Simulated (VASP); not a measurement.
# PtSe2 (P-3m1) in VASP: further runs

Runs on PtSe2. Level: PBE. Tasks: single point, relaxation of the atoms.

Everything below comes from runs of VASP 6.6.1. Logs are shortened: lines on timing, memory, paths and dates and some standing lists are left out, and cuts for length are marked.

## Step 1: The cell of the first run

It takes space group P-3m1 (No. 164, trigonal). Conventional cell: a = 3.650 Å, b = 3.650 Å, c = 5.062 Å, α = 90.00°, β = 90.00°, γ = 120.00°. Within 3.3 Å of Pt (site symmetry -3m) lie 6 Se at 2.50 Å. Se (site symmetry 3m) has 3 Pt at 2.50 Å and 6 Se at 3.16 to 3.43 Å within 3.5 Å.

## Step 2: Single point, PBE

Input file INCAR:

```
PREC = Accurate
ENCUT = 520
EDIFF = 1E-6
ISMEAR = -1
SIGMA = 0.05
LREAL = False
LASPH = True
NELM = 100
ALGO = Normal
ISIF = 2
LWAVE = False
LCHARG = False
GGA = PE
NBANDS = 18
```

Input file KPOINTS:

```
Automatic mesh
0
Gamma
  8 8 5
```

Input file POSCAR:

```
PtSe2
1.0
    3.6495200000      0.0000000000      0.0000000000
   -1.8247600000      3.1605770316      0.0000000000
    0.0000000000      0.0000000000      5.0620000000
Pt Se
1 2
Direct
    0.0000000000      0.0000000000      0.0000000000
    0.6666666667      0.3333333333      0.7331884307
    0.3333333333      0.6666666667      0.2668115693
```

Potentials or basis: VASP PAW PBE potentials, release 64 (Pt, Se).

On the command line:

```bash
> cat potpaw_PBE.64/Pt/POTCAR potpaw_PBE.64/Se/POTCAR > POTCAR
> mpirun -np 1 vasp_std > vasp.out
```

OUTCAR:

```text
PREC = Accurate
   ENCUT = 520
   EDIFF = 1E-6
   ISMEAR = -1
   LREAL = False
   LASPH = True
   NELM = 100
   ISIF = 2
   GGA = PE

 ion  position               nearest neighbor table
   1  0.000  0.000  0.000-   2 2.50   3 2.50   3 2.50   2 2.50   2 2.50   3 2.50
   2  0.667  0.333  0.733-   1 2.50   1 2.50   1 2.50
   3  0.333  0.667  0.267-   1 2.50   1 2.50   1 2.50

  LATTYP: Found a hexagonal cell.
 ALAT       =     3.6495200000
 C/A-ratio  =     1.3870317192

  Lattice vectors:

 A1 = (   3.6495200000,   0.0000000000,   0.0000000000)
 A2 = (  -1.8247600000,   3.1605770316,   0.0000000000)
 A3 = (   0.0000000000,   0.0000000000,   5.0620000000)

Analysis of symmetry for initial positions (statically):
=====================================================================
 Subroutine PRICEL returns:
 Original cell was already a primitive cell.

 Routine SETGRP: Setting up the symmetry group for a
 hexagonal supercell.

 Subroutine GETGRP returns: Found 12 space group operations
 (whereof 12 operations were pure point group operations)
 out of a pool of 24 trial point group operations.

The static configuration has the point symmetry D_3d.

Analysis of symmetry for dynamics (positions and initial velocities):
=====================================================================
 Subroutine PRICEL returns:
 Original cell was already a primitive cell.

 Routine SETGRP: Setting up the symmetry group for a
 hexagonal supercell.

 Subroutine GETGRP returns: Found 12 space group operations
 (whereof 12 operations were pure point group operations)
 out of a pool of 24 trial point group operations.

The dynamic configuration has the point symmetry D_3d.

 Subroutine INISYM returns: Found 12 space group operations
 (whereof 12 operations are pure point group operations),
 and found     1 'primitive' translations

----------------------------------------------------------------------------------------

                                     Primitive cell

  volume of cell :      58.3881

  direct lattice vectors                    reciprocal lattice vectors
     3.649520000  0.000000000  0.000000000     0.274008637  0.158198960  0.000000000
    -1.824760000  3.160577032  0.000000000     0.000000000  0.316397920  0.000000000
     0.000000000  0.000000000  5.062000000     0.000000000  0.000000000  0.197550375
[... 76 lines left out ...]
 SYSTEM =  unknown system
   PREC   = accura    normal or accurate (medium, high low for compatibility)
   ISTART =      0    job   : 0-new  1-cont  2-samecut
   ICHARG =      2    charge: 1-file 2-atom 10-const
   ISPIN  =      1    spin polarized calculation?
   LNONCOLLINEAR =      F non collinear calculations
   LSORBIT =      F    spin-orbit coupling
   LASPH  =      T    aspherical Exc in radial PAW
   ENCUT  =  520.0 eV  38.22 Ry    6.18 a.u.   6.79  6.79  9.41*2*pi/ulx,y,z
   NELM   =    100;   NELMIN=  2; NELMDL= -5     # of ELM steps
   EDIFF  = 0.1E-05   stopping-criterion for ELM
   LREAL  =      F    real-space projection
[... 7 lines left out ...]
   TEBEG  =    0.0;   TEEND  =   0.0 temperature during run
   PSTRESS=    0.0 pullay stress
   NELECT =      22.0000    total number of electrons
   NUPDOWN=      -1.0000    fix difference up-down
   EMIN   =  10.00;   EMAX   =-10.00  energy-range for DOS
   EFERMI =   0.00;   METHOD = LEGACY
   ISMEAR =    -1;   SIGMA  =   0.05  broadening in eV -4-tet -1-fermi 0-gaus
   EFERMI_NEDOS =   21; number of points for ismear=-14 and -15
   IALGO  =     38    algorithm
   IMIX   =      4    mixing-type and parameters
     AMIX     =   0.40;   BMIX     =  1.00
     AMIX_MAG =   1.60;   BMIX_MAG =  1.00
  volume/ion in A,a.u.               =      19.46       131.34
  Fermi-wavevector in a.u.,A,eV,Ry     =   1.182427  2.234463 19.022759  1.398133
  Thomas-Fermi vector in A             =   2.318681
   LORBIT       =      0    0 simple, 1 ext, 2 COOP (PROOUT), +10 PAW based schemes
   GGA     = PE    functional components
   LHFCALC =     F    Hartree Fock is set to
   AEXX    =    0.0000 exact exchange contribution
   IVDW    =     0    specifies the selected vdW correction
   LEPSILON=     F    determine dielectric tensor
   LRPA    =     F    only Hartree local field effects (RPA)
 non-spin polarized calculation
  energy-cutoff  :      520.00
  volume of cell :       58.39
 maximum number of plane-waves:      1585
 NGX is ok and might be reduce to    28
   NGX = 13   NGY = 13   NGZ = 19

 number of electron      22.0000003 magnetization

 Free energy of the ion-electron system (eV)
  ---------------------------------------------------
  ext. energy  EPLUGINS =         0.00000000
  ---------------------------------------------------
  free energy    TOTEN  =       -14.10295179 eV

  energy without entropy =      -14.09804156  energy(sigma->0) =      -14.10049667

 E-fermi :   7.0128     XC(G=0): -10.8948

 val. band max:        7.0045329902   @ k =   0.3750   0.2500   0.0000
 cond. band min:       7.0831543849   @ k =  -0.1250   0.3750   0.2000
 fundamental gap:      0.0786213947
 Fermi energy:         7.0127943670

 k-point     1 :       0.0000    0.0000    0.0000
  band No.  band energies     occupation
      1      -8.8209      2.00000
      2      -5.9523      2.00000
      3      -0.5243      2.00000
      4       0.7625      2.00000
      5       0.7625      2.00000
      6       3.0341      2.00000
[... 481 lines left out ...]
      5       1.2543      2.00000
      6       1.9413      2.00000
[... 10 lines left out ...]
     17      15.4485      0.00000
     18      16.3623      0.00000

 [... further k-points ...]

------------------------ aborting loop because EDIFF is reached ----------------------------------------

  FORCE on cell =-STRESS in cart. coord.  units (eV):
  Direction    XX          YY          ZZ          XY          YZ          ZX
  --------------------------------------------------------------------------------------
  -------------------------------------------------------------------------------------
  Total        3.8218048      3.8218048      1.5270181      0.0000000     -0.0000000      0.0000000
  in kB      104.8708557    104.8708557     41.9015909      0.0000000     -0.0000000      0.0000000
  external PRESSURE =      83.8811008 kB  Pullay stress =       0.0000000 kB

 VOLUME and BASIS-vectors are now :
 -----------------------------------------------------------------------------
  energy-cutoff  :      520.00
  volume of cell :       58.39
      direct lattice vectors                 reciprocal lattice vectors
     3.649520000  0.000000000  0.000000000     0.274008637  0.158198960  0.000000000
    -1.824760000  3.160577032  0.000000000     0.000000000  0.316397920  0.000000000
     0.000000000  0.000000000  5.062000000     0.000000000  0.000000000  0.197550375

 POSITION                                       TOTAL-FORCE (eV/Angst)
 -----------------------------------------------------------------------------------
      0.00000      0.00000      0.00000         0.000000      0.000000      0.000000
      1.82476      1.05353      3.71140        -0.000000      0.000000     -0.008910
     -0.00000      2.10705      1.35060         0.000000     -0.000000      0.008910
 -----------------------------------------------------------------------------------
    total drift:                               -0.000000      0.000000      0.000000

  FREE ENERGIE OF THE ION-ELECTRON SYSTEM (eV)
  ---------------------------------------------------
  free  energy   TOTEN  =       -14.1029517855 eV

  energy  without entropy=      -14.0980415602  energy(sigma->0) =      -14.10049667
```

OSZICAR:

```text
N       E                     dE             d eps       ncg     rms          rms(c)
DAV:   1     0.111976206055E+03    0.11198E+03   -0.10273E+04  1464   0.108E+03
DAV:   2    -0.975817504611E+01   -0.12173E+03   -0.11778E+03  1760   0.216E+02
DAV:   3    -0.148042711246E+02   -0.50461E+01   -0.49941E+01  1754   0.430E+01
DAV:   4    -0.148415033245E+02   -0.37232E-01   -0.37214E-01  1806   0.400E+00
DAV:   5    -0.148418533461E+02   -0.35002E-03   -0.35001E-03  1740   0.375E-01    0.131E+01
DAV:   6    -0.143007581520E+02    0.54110E+00   -0.36901E+00  1492   0.179E+01    0.798E+00
DAV:   7    -0.141206677512E+02    0.18009E+00   -0.72458E-01  1470   0.850E+00    0.408E+00
DAV:   8    -0.141048363767E+02    0.15831E-01   -0.43236E-02  1610   0.154E+00    0.781E-01
DAV:   9    -0.141027919518E+02    0.20444E-02   -0.65727E-03  1612   0.798E-01    0.158E-01
DAV:  10    -0.141029463235E+02   -0.15437E-03   -0.10949E-03  1726   0.217E-01    0.443E-02
DAV:  11    -0.141029480668E+02   -0.17433E-05   -0.58114E-05  1720   0.525E-02    0.304E-02
DAV:  12    -0.141029514955E+02   -0.34287E-05   -0.74133E-06  1590   0.188E-02    0.576E-03
DAV:  13    -0.141029517855E+02   -0.28997E-06   -0.79023E-07  1288   0.573E-03
   1 F= -.14102952E+02 E0= -.14100497E+02  d E =-.491023E-02
```

It took 58 s on 1 thread of Intel Xeon 8259CL, shared host; peak memory 0.2 GiB.

What came out:

```
Free energy            : -14.1030 eV
Pressure               : 8.4 GPa
Largest force          : 0.009 eV/Å
Band gap on the k mesh : zero (bands 11 and 12 overlap by 0.58 eV)
```

Forces in eV/Å, atoms in the order of the input:
```
Pt   0.000  0.000  0.000
Se   0.000  0.000 -0.009
Se   0.000  0.000  0.009
```

Caveat: the stress differs along the axes, from 4 to 10 GPa; spin-orbit coupling is left out, which moves the levels of the heavy elements.

## Step 3: Relaxation of the atoms, PBE

Input file INCAR:

```
SYSTEM = PtSe2
  ALGO = Normal
  EDIFF = 1E-6
  EDIFFG = -0.005
  ENCUT = 520
  GGA = PE
  IBRION = 2
  ISIF = 2
  ISMEAR = -1
  LASPH = .True.
  LCHARG = .False.
  LREAL = .False.
  LWAVE = .False.
  NELM = 60
  NSW = 80
  PREC = Accurate
  SIGMA = 0.05
```

Input file KPOINTS:

```
k-points
0
Gamma
  8 8 5
  0 0 0
```

Input file POSCAR:

```
PtSe2
1.0
    3.6495200000      0.0000000000      0.0000000000
   -1.8247600000      3.1605770316      0.0000000000
    0.0000000000      0.0000000000      5.0620000000
Pt Se
1 2
Direct
    0.0000000000      0.0000000000      0.0000000000
    0.6666666667      0.3333333333      0.7500000000
    0.3333333333      0.6666666667      0.2500000000
```

Potentials or basis: VASP PAW PBE potentials, release 64 (Pt, Se).

On the command line:

```bash
> cat potpaw_PBE.64/Pt/POTCAR potpaw_PBE.64/Se/POTCAR > POTCAR
> mpirun -np 1 vasp_std > vasp.out
```

Wall time 1.8 min (1 thread of Intel Xeon 8259CL, shared host); peak memory 0.2 GiB.

It converged, with:

| Item | Value |
| --- | --- |
| Free energy | -14.1030 eV |
| Energy gained by relaxing | 31.7 meV/atom |
| Ionic steps | 3 |
| Pressure after relaxing | 8.4 GPa |
| Band gap on the k mesh | zero (bands 11 and 12 overlap by 0.58 eV) |

Stress tensor (GPa, compression positive):
```
10.46  0.00  0.00
 0.00 10.46  0.00
 0.00  0.00  4.15
```

Step by step:
```tsv
step	energy change (eV)	largest force (eV/Å)	pressure (GPa)
1	0.0000	1.1300	14.58
2	-0.0828	0.3982	10.45
3	-0.0951	0.0010	8.36
```

Final structure:
```yaml
crystal:
  lattice:
    - [3.64952, 0.00000, 0.00000]
    - [-1.82476, 3.16058, 0.00000]
    - [0.00000, 0.00000, 5.06200]
  atoms:
    - { symbol: Pt, position: [0.00000, 0.00000, 0.00000] }
    - { symbol: Se, position: [0.66667, 0.33333, 0.73303] }
    - { symbol: Se, position: [0.33333, 0.66667, 0.26697] }
```

Levels at points of the mesh, in eV from the Fermi level:
```tsv
k point	band 9	band 10	band 11	band 12	band 13	band 14
(0.00, 0.00, 0.00)	-0.87	-0.87	0.57	1.23	1.23	3.65
(0.50, 0.00, 0.00)	-3.37	-3.33	-2.90	0.50	2.41	5.18
```

Caveat: spin-orbit coupling is left out, which moves the levels of the heavy elements.

The gap in the log of VASP goes by the Fermi energy; the results here count the filled bands.